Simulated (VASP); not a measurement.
# Ti (Im-3m) in VASP: notebook

The runs below take Ti through single point, with PBEsol, PBEsol+U.

Everything below comes from runs of VASP 6.6.1. Logs are shortened: lines on timing, memory, paths and dates and some standing lists are left out, and cuts for length are marked.

## 1. The cell of the first run

The structure is cubic, space group Im-3m (No. 229). The conventional cell has a = 3.307 Å, b = 3.307 Å, c = 3.307 Å, α = 90.00°, β = 90.00°, γ = 90.00°. Within 3.8 Å of Ti (site symmetry m-3m) lie 14 Ti at 2.86 to 3.31 Å.

This isn't the form of Ti at room conditions, which is hcp.

## 2. Single point, PBEsol (equal strain along all axes, cell held: +3.0 %)

Contents of INCAR:

```
PREC     = Accurate       # precision mode
ENCUT    = 520            # plane-wave cutoff, eV
EDIFF    = 1E-6           # SCF threshold, eV
ISMEAR   = 0              # smearing method
SIGMA    = 0.1            # smearing width, eV
LREAL    = F              # projectors in reciprocal space
LASPH    = T              # aspherical terms in the spheres
NELM     = 100            # most SCF steps
ALGO     = Normal         # electronic algorithm
ISIF     = 2              # what is computed and relaxed
LWAVE    = F              # write WAVECAR
LCHARG   = F              # write CHGCAR
GGA      = PS             # functional
NBANDS   = 19             # bands
```

Contents of KPOINTS:

```
Automatic mesh
0
Gamma
  16 16 16
```

Contents of POSCAR:

```
Ti
1.0
    3.3065390895      0.0000000000      0.0000000000
    0.0000000000      3.3065390895      0.0000000000
    0.0000000000      0.0000000000      3.3065390895
Ti
2
Direct
    0.0000000000      0.0000000000      0.0000000000
    0.5000000000      0.5000000000      0.5000000000
```

Potentials or basis: VASP PAW PBE potentials, release 64 (Ti_sv).

The run is started by

```
$ cat potpaw_PBE.64/Ti_sv/POTCAR > POTCAR
$ mpirun -np 1 vasp_std > vasp.out
```

OUTCAR:

```text
PREC = Accurate
   ENCUT = 520
   EDIFF = 1E-6
   ISMEAR = 0
   LREAL = F
   LASPH = T
   NELM = 100
   ISIF = 2
   GGA = PS

 ion  position               nearest neighbor table
   1  0.000  0.000  0.000-   2 2.86   2 2.86   2 2.86   2 2.86   2 2.86   2 2.86   2 2.86   2 2.86

   2  0.500  0.500  0.500-   1 2.86   1 2.86   1 2.86   1 2.86   1 2.86   1 2.86   1 2.86   1 2.86

  LATTYP: Found a simple cubic cell.
 ALAT       =     3.3065390895

  Lattice vectors:

 A1 = (   3.3065390895,   0.0000000000,   0.0000000000)
 A2 = (   0.0000000000,   3.3065390895,   0.0000000000)
 A3 = (   0.0000000000,   0.0000000000,   3.3065390895)

Analysis of symmetry for initial positions (statically):
=====================================================================
 Subroutine PRICEL returns following result:

  LATTYP: Found a body centered cubic cell.
 ALAT       =     3.3065390895

  Lattice vectors:

 A1 = (   1.6532695448,   1.6532695448,  -1.6532695447)
 A2 = (  -1.6532695448,   1.6532695447,   1.6532695447)
 A3 = (   1.6532695448,  -1.6532695447,   1.6532695448)

   2 primitive cells build up your supercell.

 Routine SETGRP: Setting up the symmetry group for a
 simple cubic supercell.

 Subroutine GETGRP returns: Found 48 space group operations
 (whereof 48 operations were pure point group operations)
 out of a pool of 48 trial point group operations.

The static configuration has the point symmetry O_h .

Analysis of symmetry for dynamics (positions and initial velocities):
=====================================================================
 Subroutine PRICEL returns following result:

  LATTYP: Found a body centered cubic cell.
 ALAT       =     3.3065390895

  Lattice vectors:

 A1 = (   1.6532695448,   1.6532695448,  -1.6532695447)
 A2 = (  -1.6532695448,   1.6532695447,   1.6532695447)
 A3 = (   1.6532695448,  -1.6532695447,   1.6532695448)

   2 primitive cells build up your supercell.

 Routine SETGRP: Setting up the symmetry group for a
 simple cubic supercell.

 Subroutine GETGRP returns: Found 48 space group operations
[... 91 lines left out ...]
 SYSTEM =  unknown system
   PREC   = accura    normal or accurate (medium, high low for compatibility)
   ISTART =      0    job   : 0-new  1-cont  2-samecut
   ICHARG =      2    charge: 1-file 2-atom 10-const
   ISPIN  =      1    spin polarized calculation?
   LNONCOLLINEAR =      F non collinear calculations
   LSORBIT =      F    spin-orbit coupling
   LASPH  =      T    aspherical Exc in radial PAW
   ENCUT  =  520.0 eV  38.22 Ry    6.18 a.u.   6.15  6.15  6.15*2*pi/ulx,y,z
   NELM   =    100;   NELMIN=  2; NELMDL= -5     # of ELM steps
   EDIFF  = 0.1E-05   stopping-criterion for ELM
   LREAL  =      F    real-space projection
   EDIFFG = 0.1E-04   stopping-criterion for IOM
   NSW    =      0    number of steps for IOM
   IBRION =     -1    ionic relax: 0-MD 1-quasi-New 2-CG
   NFREE  =      0    steps in history (QN), initial steepest desc. (CG)
   ISIF   =      2    stress and relaxation
   ISYM   =      2    0-nonsym 1-usesym 2-fastsym
   POTIM  = 0.5000    time-step for ionic-motion
   TEBEG  =    0.0;   TEEND  =   0.0 temperature during run
   PSTRESS=    0.0 pullay stress
   NELECT =      24.0000    total number of electrons
   NUPDOWN=      -1.0000    fix difference up-down
   EMIN   =  10.00;   EMAX   =-10.00  energy-range for DOS
   EFERMI =   0.00;   METHOD = LEGACY
   ISMEAR =     0;   SIGMA  =   0.10  broadening in eV -4-tet -1-fermi 0-gaus
   EFERMI_NEDOS =   21; number of points for ismear=-14 and -15
   IALGO  =     38    algorithm
   IMIX   =      4    mixing-type and parameters
     AMIX     =   0.40;   BMIX     =  1.00
     AMIX_MAG =   1.60;   BMIX_MAG =  1.00
  volume/ion in A,a.u.               =      18.08       121.98
  Fermi-wavevector in a.u.,A,eV,Ry     =   1.428143  2.698798 27.750325  2.039591
  Thomas-Fermi vector in A             =   2.548236
   LORBIT       =      0    0 simple, 1 ext, 2 COOP (PROOUT), +10 PAW based schemes
   GGA     = PS    functional components
   LHFCALC =     F    Hartree Fock is set to
   AEXX    =    0.0000 exact exchange contribution
   IVDW    =     0    specifies the selected vdW correction
   LEPSILON=     F    determine dielectric tensor
   LRPA    =     F    only Hartree local field effects (RPA)
 non-spin polarized calculation
 Gauss-broadening in eV      SIGMA  =   0.10
  energy-cutoff  :      520.00
  volume of cell :       36.15
 maximum number of plane-waves:       992
 NGX is ok and might be reduce to    28
   NGX = 13   NGY = 13   NGZ = 13

 number of electron      23.9999993 magnetization

 Free energy of the ion-electron system (eV)
  ---------------------------------------------------
  ext. energy  EPLUGINS =         0.00000000
  ---------------------------------------------------
  free energy    TOTEN  =       -16.39000995 eV

  energy without entropy =      -16.36611194  energy(sigma->0) =      -16.37806094

 E-fermi :   7.5527     XC(G=0): -11.4427

 val. band max:        7.5525464327   @ k =   0.3125   0.3125   0.0000
 cond. band min:       7.5700685241   @ k =   0.5000   0.3125   0.1875
 fundamental gap:      0.0175220914
 Fermi energy:         7.5527128014

 k-point     1 :       0.0000    0.0000    0.0000
  band No.  band energies     occupation
      1     -48.8249      2.00000
      2     -48.6307      2.00000
      3     -25.2335      2.00000
      4     -25.2335      2.00000
      5     -25.2335      2.00000
      6     -24.8192      2.00000
[... 505 lines left out ...]
      6     -25.0184      2.00000
[... 11 lines left out ...]
     18      10.2817      0.00000
     19      10.9743      0.00000

 [... further k-points ...]

------------------------ aborting loop because EDIFF is reached ----------------------------------------

  FORCE on cell =-STRESS in cart. coord.  units (eV):
  Direction    XX          YY          ZZ          XY          YZ          ZX
  --------------------------------------------------------------------------------------
  -------------------------------------------------------------------------------------
  Total       -1.9885440     -1.9885440     -1.9885440     -0.0000000      0.0000000     -0.0000000
  in kB      -88.1302086    -88.1302086    -88.1302086     -0.0000000      0.0000000     -0.0000000
  external PRESSURE =     -88.1302086 kB  Pullay stress =       0.0000000 kB

 VOLUME and BASIS-vectors are now :
 -----------------------------------------------------------------------------
  energy-cutoff  :      520.00
  volume of cell :       36.15
      direct lattice vectors                 reciprocal lattice vectors
     3.306539090  0.000000000  0.000000000     0.302431023  0.000000000  0.000000000
     0.000000000  3.306539090  0.000000000     0.000000000  0.302431023  0.000000000
     0.000000000  0.000000000  3.306539090     0.000000000  0.000000000  0.302431023

 POSITION                                       TOTAL-FORCE (eV/Angst)
 -----------------------------------------------------------------------------------
      0.00000      0.00000      0.00000        -0.000000     -0.000000     -0.000000
      1.65327      1.65327      1.65327         0.000000      0.000000      0.000000
 -----------------------------------------------------------------------------------
    total drift:                                0.000000      0.000000      0.000000

  FREE ENERGIE OF THE ION-ELECTRON SYSTEM (eV)
  ---------------------------------------------------
  free  energy   TOTEN  =       -16.3900099472 eV

  energy  without entropy=      -16.3661119363  energy(sigma->0) =      -16.37806094
```

OSZICAR:

```text
N       E                     dE             d eps       ncg     rms          rms(c)
DAV:   1     0.254915427638E+03    0.25492E+03   -0.12646E+04  6278   0.153E+03
DAV:   2     0.589451091109E+01   -0.24902E+03   -0.24514E+03  6402   0.435E+02
DAV:   3    -0.180312119284E+02   -0.23926E+02   -0.23497E+02 11665   0.117E+02
DAV:   4    -0.188744331525E+02   -0.84322E+00   -0.84171E+00  7420   0.212E+01
DAV:   5    -0.189156684753E+02   -0.41235E-01   -0.41229E-01  9440   0.346E+00    0.119E+01
DAV:   6    -0.163638498493E+02    0.25518E+01   -0.10485E+01  7322   0.307E+01    0.251E+00
DAV:   7    -0.163744651548E+02   -0.10615E-01   -0.50645E-01  9175   0.469E+00    0.191E+00
DAV:   8    -0.163984956539E+02   -0.24030E-01   -0.21128E-01  7103   0.530E+00    0.818E-01
DAV:   9    -0.163895915621E+02    0.89041E-02   -0.44255E-02  7145   0.236E+00    0.839E-02
DAV:  10    -0.163900191284E+02   -0.42757E-03   -0.25845E-03  8436   0.305E-01    0.536E-02
DAV:  11    -0.163900170572E+02    0.20712E-05   -0.99366E-05  8556   0.690E-02    0.314E-02
DAV:  12    -0.163900106070E+02    0.64502E-05   -0.36031E-05  7379   0.542E-02    0.924E-03
DAV:  13    -0.163900099472E+02    0.65980E-06   -0.18379E-06  4963   0.104E-02
   1 F= -.16390010E+02 E0= -.16378061E+02  d E =-.238980E-01
```

Wall time 82 s (1 thread of AMD EPYC 7R13 (Zen 3), shared host); peak memory 0.19 GiB.

Results:

- Free energy: -16.3900 eV
- Pressure: -8.8 GPa
- Band gap on the k mesh: zero (bands 12 and 13 overlap by 1.57 eV)

Levels at points of the mesh, in eV from the Fermi level:
```
           k point  band 10  band 11  band 12  band 13  band 14  band 15
(0.00, 0.00, 0.00)    -1.97    -1.97     0.95     0.95     0.95     2.63
(0.50, 0.00, 0.00)    -2.62     0.08     0.08     1.24     1.24     1.24
(0.50, 0.50, 0.00)    -2.37    -0.37    -0.37     1.04     1.04     2.61
(0.50, 0.50, 0.50)    -0.59    -0.59    -0.59    -0.59    -0.59     3.00
```

Caveat: the cell differs from its parent crystal (equal strain along all axes, cell held: +3.0 %); the cell stands under tension; the PAW data sets were made with another functional, which shifts forces and pressure a little.

## 3. Single point, PBEsol+U

This run uses another cell than the first one, of 15.10 Å³/atom.

Contents of INCAR:

```
PREC = Accurate
ENCUT = 520
EDIFF = 1E-6
ISMEAR = 0
SIGMA = 0.1
LREAL = False
LASPH = True
NELM = 150
ALGO = Normal
ISIF = 2
LWAVE = False
LCHARG = True
LMAXMIX = 4
LDAU = True
LDAUTYPE = 2
LDAUL = 2
LDAUU = 4
LDAUJ = 0
LDAUPRINT = 1
GGA = PS
LELF = True
LVHAR = True
NBANDS = 19
```

Contents of KPOINTS:

```
regular mesh
0
Gamma
  16 16 16
```

Contents of POSCAR:

```
Ti
1.0
    3.1139251620      0.0000000000      0.0000000000
    0.0000000000      3.1139251620      0.0000000000
    0.0000000000      0.0000000000      3.1139251620
Ti
2
Direct
    0.0000000000      0.0000000000      0.0000000000
    0.5000000000      0.5000000000      0.5000000000
```

Potentials or basis: VASP PAW PBE potentials, release 64 (Ti_sv).

The run is started by

```
$ cat potpaw_PBE.64/Ti_sv/POTCAR > POTCAR
$ mpirun -np 1 vasp_std > vasp.out
```

Wall time 58 s (1 thread of AMD EPYC 7R13 (Zen 3), shared host); peak memory 0.16 GiB.

The run converged. Its results:

```
Free energy            : -10.0102 eV
Pressure               : 27.1 GPa
Band gap on the k mesh : zero (bands 12 and 13 overlap by 2.02 eV)
```

Levels at points of the mesh, in eV from the Fermi level:
| k point | band 10 | band 11 | band 12 | band 13 | band 14 | band 15 |
| --- | --- | --- | --- | --- | --- | --- |
| (0.00, 0.00, 0.00) | -2.55 | -2.55 | 1.32 | 1.32 | 1.32 | 3.38 |
| (0.50, 0.00, 0.00) | -3.08 | -0.03 | -0.03 | 1.60 | 1.60 | 1.60 |
| (0.50, 0.50, 0.00) | -2.90 | -0.39 | -0.39 | 1.06 | 1.06 | 3.40 |
| (0.50, 0.50, 0.50) | -0.71 | -0.71 | -0.71 | -0.71 | -0.71 | 3.91 |

Eigenvalues of the final occupation matrices:
| site | spin | trace | eigenvalues |
| --- | --- | --- | --- |
| site 1 d | 1 | 0.95 | 0.19 0.19 0.19 0.19 0.19 |
| site 1 d | 2 | 0.95 | 0.19 0.19 0.19 0.19 0.19 |
| site 2 d | 1 | 0.95 | 0.19 0.19 0.19 0.19 0.19 |
| site 2 d | 2 | 0.95 | 0.19 0.19 0.19 0.19 0.19 |

Caveat: the cell stands under pressure; the PAW data sets were made with another functional, which shifts forces and pressure a little; U without spin polarisation on a metal has little footing; the U is typed as a test and isn't derived for this compound.
